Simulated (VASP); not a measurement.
Input of a VASP 6.6.1 run:

Contents of INCAR:

```
ALGO = Normal
EDIFF = 1E-7
ENCUT = 520
GGA = CA
ISIF = 2
ISMEAR = -1
LASPH = T
LCHARG = F
LREAL = F
LWAVE = F
NBANDS = 8
NELM = 80
PREC = Accurate
SIGMA = 0.1
```

KPOINTS

```
k-points
0
Gamma
  13 13 13
```

Contents of POSCAR:

```
As
1.0
    2.7780713233      0.0000000000      0.0000000000
    0.0000000000      2.7780713233      0.0000000000
    0.0000000000      0.0000000000      2.7780713233
As
1
Direct
    0.0000000000      0.0000000000      0.0000000000
```

Potentials or basis: VASP PAW LDA potentials, release 64 (As).

Run with:

```console
$ cat potpaw_LDA.64/As/POTCAR > POTCAR
$ mpirun -np 1 vasp_std > vasp.out
```

Predict the pressure.

-8.2 GPa.
